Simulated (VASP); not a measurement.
# Zr (Fm-3m) in VASP: a series of runs

Zr is run at these levels: PBE; tasks: single point.

All numbers are computed with VASP 6.6.1; they aren't measurements. Logs are shortened: lines on timing, memory, paths and dates and some standing lists are left out, and cuts for length are marked.

### 1 The cell of the first run

The structure is cubic, space group Fm-3m (No. 225). The conventional cell has a = 4.522 Å, b = 4.522 Å, c = 4.522 Å, α = 90.00°, β = 90.00°, γ = 90.00°. Zr (site symmetry m-3m) has 12 Zr at 3.20 Å within 4.2 Å.

This isn't the form of Zr at room conditions, which is hcp.

### 2 Single point, PBE, collinear spin

Input file INCAR:

```
SYSTEM = Zr
PREC     = Accurate       ! precision mode
ENCUT    = 520            ! plane-wave cutoff, eV
EDIFF    = 1E-6           ! SCF threshold, eV
ISMEAR   = -1             ! smearing method
SIGMA    = 0.05           ! smearing width, eV
LREAL    = .False.        ! projectors in reciprocal space
LASPH    = .True.         ! aspherical terms in the spheres
NELM     = 150            ! most SCF steps
ALGO     = Normal         ! electronic algorithm
ISIF     = 2              ! what is computed and relaxed
LWAVE    = .False.        ! write WAVECAR
LCHARG   = .True.         ! write CHGCAR
ISPIN    = 2              ! spin polarisation
MAGMOM   = 1              ! initial moments
LORBIT   = 11             ! projections on sites
LMAXMIX  = 4              ! l up to which the mixer works
GGA      = PE             ! functional
LELF     = .True.         ! ELF
LVHAR    = .True.       
NBANDS   = 16             ! bands
```

Input file KPOINTS:

```
regular mesh
0
Gamma
  20 20 20
  0 0 0
```

Input file POSCAR:

```
Zr
1.0
    0.0000000000      2.2609290331      2.2609290331
    2.2609290331      0.0000000000      2.2609290331
    2.2609290331      2.2609290331      0.0000000000
Zr
1
Direct
    0.0000000000      0.0000000000      0.0000000000
```

Potentials or basis: VASP PAW PBE potentials, release 64 (Zr_sv).

Run with:

```
$ cat potpaw_PBE.64/Zr_sv/POTCAR > POTCAR
$ mpirun -np 1 vasp_std > vasp.out
```

OUTCAR:

```text
SYSTEM = Zr
   PREC = Accurate
   ENCUT = 520
   EDIFF = 1E-6
   ISMEAR = -1
   LREAL = .False.
   LASPH = .True.
   NELM = 150
   ISIF = 2
   ISPIN = 2
   LORBIT = 11
   GGA = PE

 ion  position               nearest neighbor table
   1  0.000  0.000  0.000-

  LATTYP: Found a face centered cubic cell.
 ALAT       =     4.5218580662

  Lattice vectors:

 A1 = (   0.0000000000,   2.2609290331,   2.2609290331)
 A2 = (   2.2609290331,   0.0000000000,   2.2609290331)
 A3 = (   2.2609290331,   2.2609290331,   0.0000000000)

Analysis of symmetry for initial positions (statically):
=====================================================================
 Subroutine PRICEL returns:
 Original cell was already a primitive cell.

 Routine SETGRP: Setting up the symmetry group for a
 face centered cubic supercell.

 Subroutine GETGRP returns: Found 48 space group operations
 (whereof 48 operations were pure point group operations)
 out of a pool of 48 trial point group operations.

The static configuration has the point symmetry O_h .

Analysis of symmetry for dynamics (positions and initial velocities):
=====================================================================
 Subroutine PRICEL returns:
 Original cell was already a primitive cell.

 Routine SETGRP: Setting up the symmetry group for a
 face centered cubic supercell.

 Subroutine GETGRP returns: Found 48 space group operations
 (whereof 48 operations were pure point group operations)
 out of a pool of 48 trial point group operations.

The dynamic configuration has the point symmetry O_h .

Analysis of structural, dynamic, and magnetic symmetry:
=====================================================================
 Subroutine PRICEL returns:
 Original cell was already a primitive cell.

 Routine SETGRP: Setting up the symmetry group for a
 face centered cubic supercell.

 Subroutine GETGRP returns: Found 48 space group operations
 (whereof 48 operations were pure point group operations)
 out of a pool of 48 trial point group operations.

The overall configuration has the point symmetry O_h .

 Subroutine INISYM returns: Found 48 space group operations
 (whereof 48 operations are pure point group operations),
 and found     1 'primitive' translations

----------------------------------------------------------------------------------------

                                     Primitive cell

[... 102 lines left out ...]
   EFERMI =   0.00;   METHOD = LEGACY
   ISMEAR =    -1;   SIGMA  =   0.05  broadening in eV -4-tet -1-fermi 0-gaus
   EFERMI_NEDOS =   21; number of points for ismear=-14 and -15
   IALGO  =     38    algorithm
   IMIX   =      4    mixing-type and parameters
     AMIX     =   0.40;   BMIX     =  1.00
     AMIX_MAG =   1.60;   BMIX_MAG =  1.00
  volume/ion in A,a.u.               =      23.11       155.99
  Fermi-wavevector in a.u.,A,eV,Ry     =   1.315745  2.486397 23.554192  1.731184
  Thomas-Fermi vector in A             =   2.445906
   LORBIT       =     11    0 simple, 1 ext, 2 COOP (PROOUT), +10 PAW based schemes
   GGA     = PE    functional components
   LHFCALC =     F    Hartree Fock is set to
   AEXX    =    0.0000 exact exchange contribution
   IVDW    =     0    specifies the selected vdW correction
   LEPSILON=     F    determine dielectric tensor
   LRPA    =     F    only Hartree local field effects (RPA)
 spin polarized calculation
  energy-cutoff  :      520.00
  volume of cell :       23.11
 maximum number of plane-waves:       636
   NGX = 11   NGY = 11   NGZ = 11

 number of electron      12.0000000 magnetization      -0.0001604

 number of electron      12.0000000 magnetization       0.0004663

 Free energy of the ion-electron system (eV)
  ---------------------------------------------------
  ext. energy  EPLUGINS =         0.00000000
  ---------------------------------------------------
  free energy    TOTEN  =        -8.48746639 eV

  energy without entropy =       -8.47489666  energy(sigma->0) =       -8.48118153

 E-fermi :   8.9584     XC(G=0): -11.1150

 val. band max:        8.9500310472   @ k =  -0.3000   0.2000   0.0000
 cond. band min:       8.9584545268   @ k =   0.2500   0.1000   0.0500
 fundamental gap:      0.0084234796
 Fermi energy:         8.9584288142

 spin component 1

 k-point     1 :       0.0000    0.0000    0.0000
  band No.  band energies     occupation
      1     -39.7264      1.00000
      2     -17.2330      1.00000
      3     -17.2330      1.00000
      4     -17.2330      1.00000
      5       3.4033      1.00000
      6       9.9483      0.00000
[... 435 lines left out ...]
      5       5.9341      1.00000
      6       9.2517      0.00283
[... 8 lines left out ...]
     15      28.7350      0.00000
     16      30.1463      0.00000

 [... further k-points ...]

 spin component 2

 k-point     1 :       0.0000    0.0000    0.0000
  band No.  band energies     occupation
      1     -39.7264      1.00000
      2     -17.2329      1.00000
      3     -17.2329      1.00000
      4     -17.2329      1.00000
      5       3.4034      1.00000
      6       9.9485      0.00000
[... 435 lines left out ...]
      5       5.9344      1.00000
      6       9.2521      0.00281
[... 8 lines left out ...]
     15      28.7355      0.00000
     16      30.1467      0.00000

 [... further k-points ...]

------------------------ aborting loop because EDIFF is reached ----------------------------------------

  FORCE on cell =-STRESS in cart. coord.  units (eV):
  Direction    XX          YY          ZZ          XY          YZ          ZX
  --------------------------------------------------------------------------------------
  -------------------------------------------------------------------------------------
  Total        0.0553418      0.0553418      0.0553418      0.0000000     -0.0000000      0.0000000
  in kB        3.8359502      3.8359502      3.8359502      0.0000000     -0.0000000      0.0000000
  external PRESSURE =       3.8359502 kB  Pullay stress =       0.0000000 kB

 VOLUME and BASIS-vectors are now :
 -----------------------------------------------------------------------------
  energy-cutoff  :      520.00
  volume of cell :       23.11
      direct lattice vectors                 reciprocal lattice vectors
     0.000000000  2.260929033  2.260929033    -0.221148029  0.221148029  0.221148029
     2.260929033  0.000000000  2.260929033     0.221148029 -0.221148029  0.221148029
     2.260929033  2.260929033  0.000000000     0.221148029  0.221148029 -0.221148029

 POSITION                                       TOTAL-FORCE (eV/Angst)
 -----------------------------------------------------------------------------------
      0.00000      0.00000      0.00000        -0.000000     -0.000000      0.000000
 -----------------------------------------------------------------------------------
    total drift:                               -0.000000      0.000000     -0.000000

  FREE ENERGIE OF THE ION-ELECTRON SYSTEM (eV)
  ---------------------------------------------------
  free  energy   TOTEN  =        -8.4874663926 eV

  energy  without entropy=       -8.4748966641  energy(sigma->0) =       -8.48118153

 total charge

# of ion       s       p       d       tot
------------------------------------------
    1        2.230   5.956   1.650   9.836

 magnetization (x)

# of ion       s       p       d       tot
------------------------------------------
    1       -0.000   0.000   0.000   0.000
```

OSZICAR:

```text
N       E                     dE             d eps       ncg     rms          rms(c)
DAV:   1     0.877303980686E+02    0.87730E+02   -0.62830E+03 16448   0.714E+02
DAV:   2    -0.602515546581E+01   -0.93756E+02   -0.90098E+02 21064   0.223E+02
DAV:   3    -0.865820672936E+01   -0.26331E+01   -0.26126E+01 22024   0.317E+01
DAV:   4    -0.869727442524E+01   -0.39068E-01   -0.39058E-01 21288   0.339E+00
DAV:   5    -0.869845385616E+01   -0.11794E-02   -0.11794E-02 21584   0.412E-01    0.108E+01
DAV:   6    -0.852497092655E+01    0.17348E+00   -0.26871E-01 18744   0.425E+00    0.422E+00
DAV:   7    -0.847669399514E+01    0.48277E-01   -0.13795E-01 20328   0.281E+00    0.189E+00
DAV:   8    -0.848599616844E+01   -0.93022E-02   -0.14274E-02 19920   0.912E-01    0.825E-01
DAV:   9    -0.848675351585E+01   -0.75735E-03   -0.13088E-03 20096   0.313E-01    0.339E-01
DAV:  10    -0.848744633475E+01   -0.69282E-03   -0.15088E-03 18512   0.348E-01    0.416E-02
DAV:  11    -0.848746796552E+01   -0.21631E-04   -0.70192E-05 20160   0.644E-02    0.131E-02
DAV:  12    -0.848746619991E+01    0.17656E-05   -0.40000E-06 20632   0.166E-02    0.790E-03
DAV:  13    -0.848746639256E+01   -0.19265E-06   -0.98278E-07 13112   0.861E-03
   1 F= -.84874664E+01 E0= -.84811815E+01  d E =-.125697E-01  mag=     0.0003
```

stdout:

```text
POSCAR found type information on POSCAR Zr
 POSCAR found :  1 types and       1 ions
 scaLAPACK will be used
 LDA part: xc-table for (Slater+PW92), standard interpolation
 POSCAR, INCAR and KPOINTS ok, starting setup
 FFT: planning ... GRIDC
 FFT: planning ... GRID_SOFT
 FFT: planning ... GRID
 WAVECAR not read
 entering main loop
```

Run time: 55 s. Hardware: 1 thread of Intel Xeon Platinum 8559C (Emerald Rapids), shared host; peak memory 0.25 GiB.

Results:

| Quantity | Value |
| --- | --- |
| Free energy | -8.4875 eV |
| Pressure | 0.4 GPa |
| Band gap on the k mesh | zero (filled and empty bands overlap) |
| Net moment | 0.00 μB per cell |
| Valence electrons inside the program's atomic spheres | Zr 9.84 |

### 3 Single point, PBE, collinear spin (23.11 Å³/atom)

Input file INCAR:

```
  ALGO = Normal
  EDIFF = 1E-6
  ENCUT = 520
  GGA = PE
  ISIF = 2
  ISMEAR = -1
  ISPIN = 2
  LASPH = T
  LCHARG = T
  LELF = T
  LMAXMIX = 4
  LORBIT = 11
  LREAL = F
  LVHAR = T
  LWAVE = F
  MAGMOM = 1
  NBANDS = 16
  NELM = 150
  PREC = Accurate
  SIGMA = 0.05
```

Input file KPOINTS:

```
k-points
0
Gamma
  20 20 20
```

POSCAR is that of step 2.

Potentials or basis: VASP PAW PBE potentials, release 64 (Zr_sv).

Run with:

```
$ cat potpaw_PBE.64/Zr_sv/POTCAR > POTCAR
$ mpirun -np 1 vasp_std > vasp.out
```

It took 52 s on 1 thread of Intel Xeon Platinum 8559C (Emerald Rapids), shared host; peak memory 0.25 GiB.

The run converged. Its results:

```yaml
Free_energy: -8.4875 eV
Pressure: 0.4 GPa
Band_gap_on_the_k_mesh: zero (filled and empty bands overlap)
Net_moment: 0.00 μB per cell
Valence_electrons_inside_the_program's_atomic_spheres: Zr 9.84
```

Levels at points of the mesh, in eV from the Fermi level:
Spin up:
```tsv
k point	band 3	band 4	band 5	band 6	band 7	band 8	band 9	band 10
(0.00, 0.00, 0.00)	-26.19	-26.19	-5.56	0.99	0.99	0.99	3.42	3.42
(0.50, 0.00, 0.00)	-26.32	-26.32	-2.95	0.81	0.81	1.14	5.22	5.22
(0.50, 0.50, 0.00)	-26.54	-26.54	-2.99	-2.19	3.04	5.22	5.73	5.73
```
Spin down:
```tsv
k point	band 4	band 5	band 6	band 7	band 8	band 9
(0.00, 0.00, 0.00)	-26.19	-5.56	0.99	0.99	0.99	3.42
(0.50, 0.00, 0.00)	-26.32	-2.95	0.81	0.81	1.14	5.22
(0.50, 0.50, 0.00)	-26.54	-2.99	-2.19	3.04	5.22	5.73
```
